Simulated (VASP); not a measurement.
# Ga (P6/mmm) in VASP: notebook

Ga is run at these levels: PBE; tasks: single point, relaxation of cell and atoms.

All numbers are computed with VASP 6.6.1; they aren't measurements. Logs are shortened: lines on timing, memory, paths and dates and some standing lists are left out, and cuts for length are marked.

**1. The cell of the first run**

Symmetry: P6/mmm, No. 191, hexagonal system. Conventional cell: a = 2.861 Å, b = 2.861 Å, c = 2.698 Å, α = 90.00°, β = 90.00°, γ = 120.00°. Ga (site symmetry 6/mmm) has 8 Ga at 2.70 to 2.86 Å within 3.6 Å.

This isn't the form of Ga at room conditions, which is orthorhombic.

**2. Single point, PBE**

Contents of INCAR:

```
SYSTEM = Ga
PREC     = Accurate       ! precision mode
ENCUT    = 520            ! plane-wave cutoff, eV
EDIFF    = 1E-7           ! SCF threshold, eV
ISMEAR   = -1             ! smearing method
SIGMA    = 0.08           ! smearing width, eV
LREAL    = .False.        ! projectors in reciprocal space
LASPH    = .True.         ! aspherical terms in the spheres
NELM     = 100            ! most SCF steps
ALGO     = Normal         ! electronic algorithm
ISIF     = 2              ! what is computed and relaxed
LWAVE    = .False.        ! write WAVECAR
LCHARG   = .False.        ! write CHGCAR
GGA      = PE             ! functional
NBANDS   = 12             ! bands
```

Contents of KPOINTS:

```
Automatic mesh
0
Gamma
  15 15 14
  0 0 0
```

Contents of POSCAR:

```
Ga
1.0
    2.8614903106      0.0000000000      0.0000000000
   -1.4307451553      2.4781233017      0.0000000000
    0.0000000000      0.0000000000      2.6980069863
Ga
1
Direct
    0.0000000000      0.0000000000      0.0000000000
```

Potentials or basis: VASP PAW PBE potentials, release 64 (Ga_d).

On the command line:

```sh
cat potpaw_PBE.64/Ga_d/POTCAR > POTCAR
mpirun -np 1 vasp_std > vasp.out
```

OUTCAR:

```text
SYSTEM = Ga
   PREC = Accurate
   ENCUT = 520
   EDIFF = 1E-7
   ISMEAR = -1
   LREAL = .False.
   LASPH = .True.
   NELM = 100
   ISIF = 2
   GGA = PE

 ion  position               nearest neighbor table
   1  0.000  0.000  0.000-

  LATTYP: Found a hexagonal cell.
 ALAT       =     2.8614903106
 C/A-ratio  =     0.9428677694

  Lattice vectors:

 A1 = (   2.8614903106,   0.0000000000,   0.0000000000)
 A2 = (  -1.4307451553,   2.4781233017,   0.0000000000)
 A3 = (   0.0000000000,   0.0000000000,   2.6980069863)

Analysis of symmetry for initial positions (statically):
=====================================================================
 Subroutine PRICEL returns:
 Original cell was already a primitive cell.

 Routine SETGRP: Setting up the symmetry group for a
 hexagonal supercell.

 Subroutine GETGRP returns: Found 24 space group operations
 (whereof 24 operations were pure point group operations)
 out of a pool of 24 trial point group operations.

The static configuration has the point symmetry D_6h.

Analysis of symmetry for dynamics (positions and initial velocities):
=====================================================================
 Subroutine PRICEL returns:
 Original cell was already a primitive cell.

 Routine SETGRP: Setting up the symmetry group for a
 hexagonal supercell.

 Subroutine GETGRP returns: Found 24 space group operations
 (whereof 24 operations were pure point group operations)
 out of a pool of 24 trial point group operations.

The dynamic configuration has the point symmetry D_6h.

 Subroutine INISYM returns: Found 24 space group operations
 (whereof 24 operations are pure point group operations),
 and found     1 'primitive' translations

----------------------------------------------------------------------------------------

                                     Primitive cell

  volume of cell :      19.1319

  direct lattice vectors                    reciprocal lattice vectors
     2.861490311  0.000000000  0.000000000     0.349468246  0.201765586  0.000000000
    -1.430745155  2.478123302  0.000000000     0.000000000  0.403531172  0.000000000
     0.000000000  0.000000000  2.698006986     0.000000000  0.000000000  0.370643962

  length of vectors
     2.861490311  2.861490311  2.698006986     0.403531172  0.403531172  0.370643962

  position of ions in fractional coordinates (direct lattice)
     0.000000000  0.000000000  0.000000000

  ion indices of the primitive-cell ions
   primitive index   ion index
                 1           1

----------------------------------------------------------------------------------------

 KPOINTS: Automatic mesh

Automatic generation of k-mesh.
 Grid dimensions read from file:
 generate k-points for:   15   15   14

 Generating k-lattice:

  Cartesian coordinates                     Fractional coordinates (reciprocal lattice)
     0.023297883  0.013451039  0.000000000     0.066666667  0.000000000  0.000000000
     0.000000000  0.026902078  0.000000000     0.000000000  0.066666667  0.000000000
     0.000000000  0.000000000  0.026474569     0.000000000  0.000000000  0.071428571

  Length of vectors
     0.026902078  0.026902078  0.026474569

  Shift w.r.t. Gamma in fractional coordinates (k-lattice)
     0.000000000  0.000000000  0.000000000

 Subroutine IBZKPT returns following result:
 ===========================================

 Found    216 irreducible k-points:

 Following reciprocal coordinates:
            Coordinates               Weight
  0.000000  0.000000  0.000000      1.000000
  0.066667  0.000000  0.000000      6.000000
  0.133333  0.000000  0.000000      6.000000
  0.200000  0.000000  0.000000      6.000000
  0.266667  0.000000  0.000000      6.000000
  0.333333  0.000000  0.000000      6.000000
[... 16 lines left out ...]
  0.333333  0.200000  0.000000     12.000000
  0.400000  0.200000  0.000000      6.000000
 [... further k-points ...]
   k-points           NKPTS =    216   k-points in BZ     NKDIM =    216   number of bands    NBANDS=     12
   number of dos      NEDOS =    301   number of ions     NIONS =      1
   total plane-waves  NPLWV =  11520
   dimension x,y,z NGX =    24 NGY =   24 NGZ =   20
   dimension x,y,z NGXF=    48 NGYF=   48 NGZF=   40
   ions per type =               1
   NGX,Y,Z   is equivalent  to a cutoff of  13.94, 13.94, 12.32 a.u.
   NGXF,Y,Z  is equivalent  to a cutoff of  27.89, 27.89, 24.65 a.u.
 SYSTEM =  Ga
   PREC   = accura    normal or accurate (medium, high low for compatibility)
   ISTART =      0    job   : 0-new  1-cont  2-samecut
   ICHARG =      2    charge: 1-file 2-atom 10-const
   ISPIN  =      1    spin polarized calculation?
   LNONCOLLINEAR =      F non collinear calculations
   LSORBIT =      F    spin-orbit coupling
   LASPH  =      T    aspherical Exc in radial PAW
   ENCUT  =  520.0 eV  38.22 Ry    6.18 a.u.   5.32  5.32  5.02*2*pi/ulx,y,z
   NELM   =    100;   NELMIN=  2; NELMDL= -5     # of ELM steps
   EDIFF  = 0.1E-06   stopping-criterion for ELM
   LREAL  =      F    real-space projection
   EDIFFG = 0.1E-05   stopping-criterion for IOM
   NSW    =      0    number of steps for IOM
   IBRION =     -1    ionic relax: 0-MD 1-quasi-New 2-CG
   NFREE  =      0    steps in history (QN), initial steepest desc. (CG)
   ISIF   =      2    stress and relaxation
   ISYM   =      2    0-nonsym 1-usesym 2-fastsym
   POTIM  = 0.5000    time-step for ionic-motion
   TEBEG  =    0.0;   TEEND  =   0.0 temperature during run
   PSTRESS=    0.0 pullay stress
   NELECT =      13.0000    total number of electrons
   NUPDOWN=      -1.0000    fix difference up-down
   EMIN   =  10.00;   EMAX   =-10.00  energy-range for DOS
   EFERMI =   0.00;   METHOD = LEGACY
   ISMEAR =    -1;   SIGMA  =   0.08  broadening in eV -4-tet -1-fermi 0-gaus
   EFERMI_NEDOS =   21; number of points for ismear=-14 and -15
   IALGO  =     38    algorithm
   IMIX   =      4    mixing-type and parameters
     AMIX     =   0.40;   BMIX     =  1.00
     AMIX_MAG =   1.60;   BMIX_MAG =  1.00
  volume/ion in A,a.u.               =      19.13       129.11
  Fermi-wavevector in a.u.,A,eV,Ry     =   1.439251  2.719790 28.183697  2.071443
  Thomas-Fermi vector in A             =   2.558127
   LORBIT       =      0    0 simple, 1 ext, 2 COOP (PROOUT), +10 PAW based schemes
   GGA     = PE    functional components
   LHFCALC =     F    Hartree Fock is set to
   AEXX    =    0.0000 exact exchange contribution
   IVDW    =     0    specifies the selected vdW correction
   LEPSILON=     F    determine dielectric tensor
   LRPA    =     F    only Hartree local field effects (RPA)
 non-spin polarized calculation
  energy-cutoff  :      520.00
  volume of cell :       19.13
 maximum number of plane-waves:       538
 NGX is ok and might be reduce to    24
   NGX = 11   NGY = 11   NGZ = 11

 number of electron      13.0000010 magnetization

 Free energy of the ion-electron system (eV)
  ---------------------------------------------------
  ext. energy  EPLUGINS =         0.00000000
  ---------------------------------------------------
  free energy    TOTEN  =        -2.86589806 eV

  energy without entropy =       -2.85644240  energy(sigma->0) =       -2.86117023

 E-fermi :   5.2938     XC(G=0): -10.9062

 val. band max:        5.2868114650   @ k =   0.4000   0.1333   0.4286
 cond. band min:       5.2989338146   @ k =   0.4000   0.0000   0.4286
 fundamental gap:      0.0121223496
 Fermi energy:         5.2938328401

 k-point     1 :       0.0000    0.0000    0.0000
  band No.  band energies     occupation
      1      -9.8753      2.00000
      2      -9.6158      2.00000
      3      -9.6158      2.00000
      4      -9.3552      2.00000
      5      -9.3552      2.00000
      6      -5.6286      2.00000
      7      14.1999      0.00000
      8      16.6231      0.00000
      9      16.6231      0.00000
     10      17.3917      0.00000
     11      21.3173      0.00000
     12      21.3173      0.00000

 k-point     2 :       0.0667    0.0000    0.0000
  band No.  band energies     occupation
      1      -9.8690      2.00000
      2      -9.6198      2.00000
      3      -9.6042      2.00000
      4      -9.3608      2.00000
      5      -9.3565      2.00000
      6      -5.5186      2.00000
      7      14.3165      0.00000
      8      15.2654      0.00000
      9      16.1477      0.00000
     10      17.6969      0.00000
     11      19.6560      0.00000
     12      21.9915      0.00000

 k-point     3 :       0.1333    0.0000    0.0000
  band No.  band energies     occupation
      1      -9.8526      2.00000
      2      -9.6312      2.00000
      3      -9.5712      2.00000
      4      -9.3764      2.00000
      5      -9.3600      2.00000
      6      -5.1868      2.00000
      7      12.8941      0.00000
      8      14.6634      0.00000
      9      15.1750      0.00000
     10      17.6723      0.00000
     11      18.8684      0.00000
     12      23.5619      0.00000

 k-point     4 :       0.2000    0.0000    0.0000
  band No.  band energies     occupation
      1      -9.8323      2.00000
      2      -9.6468      2.00000
      3      -9.5221      2.00000
      4      -9.3993      2.00000
      5      -9.3651      2.00000
      6      -4.6295      2.00000
      7      10.3763      0.00000
      8      14.1651      0.00000
      9      15.2307      0.00000
     10      17.0807      0.00000
     11      19.0156      0.00000
     12      25.5717      0.00000

 k-point     5 :       0.2667    0.0000    0.0000
  band No.  band energies     occupation
      1      -9.8163      2.00000
      2      -9.6607      2.00000
      3      -9.4650      2.00000
      4      -9.4253      2.00000
      5      -9.3710      2.00000
      6      -3.8446      2.00000
      7       7.9435      0.00000
      8      13.2817      0.00000
      9      15.9985      0.00000
     10      16.4329      0.00000
     11      19.5817      0.00000
     12      27.8605      0.00000
[... 228 lines left out ...]
      1      -9.7755      2.00000
      2      -9.6548      2.00000
      3      -9.4467      2.00000
      4      -9.4444      2.00000
      5      -9.3895      2.00000
      6      -2.6116      2.00000
      7       6.8606      0.00000
      8       8.3875      0.00000
      9      17.1486      0.00000
     10      20.2749      0.00000
     11      21.9221      0.00000
     12      23.9378      0.00000

 k-point    22 :       0.2667    0.2000    0.0000
  band No.  band energies     occupation
      1      -9.7604      2.00000
      2      -9.6449      2.00000
      3      -9.4558      2.00000
      4      -9.4342      2.00000
      5      -9.4002      2.00000
      6      -1.5036      2.00000
      7       5.1627      1.67482
      8       7.3716      0.00000
      9      18.0889      0.00000
     10      21.1161      0.00000
     11      22.3123      0.00000
     12      25.3392      0.00000

 k-point    23 :       0.3333    0.2000    0.0000
  band No.  band energies     occupation
      1      -9.7542      2.00000
      2      -9.6320      2.00000
      3      -9.4629      2.00000
      4      -9.4281      2.00000
      5      -9.4081      2.00000
      6      -0.2241      2.00000
      7       3.3692      2.00000
      8       6.9130      0.00000
      9      18.9809      0.00000
     10      21.6072      0.00000
     11      22.7107      0.00000
     12      24.8928      0.00000

 k-point    24 :       0.4000    0.2000    0.0000
  band No.  band energies     occupation
      1      -9.7529      2.00000
      2      -9.6262      2.00000
      3      -9.4653      2.00000
      4      -9.4263      2.00000
      5      -9.4110      2.00000
      6       0.7678      2.00000
      7       2.1920      2.00000
      8       6.7728      0.00000
      9      19.4049      0.00000
     10      21.6463      0.00000
     11      23.3746      0.00000
     12      24.2941      0.00000

 [... further k-points ...]

------------------------ aborting loop because EDIFF is reached ----------------------------------------

  FORCE on cell =-STRESS in cart. coord.  units (eV):
  Direction    XX          YY          ZZ          XY          YZ          ZX
  --------------------------------------------------------------------------------------
  -------------------------------------------------------------------------------------
  Total        0.0971104      0.0971104      0.1008278      0.0000000      0.0000000      0.0000000
  in kB        8.1323915      8.1323915      8.4436925      0.0000000      0.0000000      0.0000000
  external PRESSURE =       8.2361585 kB  Pullay stress =       0.0000000 kB

 VOLUME and BASIS-vectors are now :
 -----------------------------------------------------------------------------
  energy-cutoff  :      520.00
  volume of cell :       19.13
      direct lattice vectors                 reciprocal lattice vectors
     2.861490311  0.000000000  0.000000000     0.349468246  0.201765586  0.000000000
    -1.430745155  2.478123302  0.000000000     0.000000000  0.403531172  0.000000000
     0.000000000  0.000000000  2.698006986     0.000000000  0.000000000  0.370643962

 POSITION                                       TOTAL-FORCE (eV/Angst)
 -----------------------------------------------------------------------------------
      0.00000      0.00000      0.00000        -0.000000      0.000000      0.000000
 -----------------------------------------------------------------------------------
    total drift:                                0.000000      0.000000      0.000000

  FREE ENERGIE OF THE ION-ELECTRON SYSTEM (eV)
  ---------------------------------------------------
  free  energy   TOTEN  =        -2.8658980555 eV

  energy  without entropy=       -2.8564423985  energy(sigma->0) =       -2.86117023
```

Run time: 44 s. Hardware: 1 thread of Intel Xeon 8259CL, shared host; peak memory 0.17 GiB.

What came out:

```yaml
Free_energy: -2.8659 eV
Pressure: 0.8 GPa
Band_gap_on_the_k_mesh: zero (an odd number of electrons rules out a gap without spin polarisation)
```

Levels at points of the mesh, in eV from the Fermi level:
```
           k point  band 3  band 4  band 5  band 6  band 7  band 8  band 9  band 10  band 11  band 12
(0.00, 0.00, 0.00)  -14.91  -14.65  -14.65  -10.92    8.91   11.33   11.33    12.10    16.02    16.02
(0.00, 0.00, 0.50)  -14.84  -14.80  -14.80   -6.47   -4.38   14.89   14.89    18.39    19.55    19.90
```

[end of part 1 of 2]
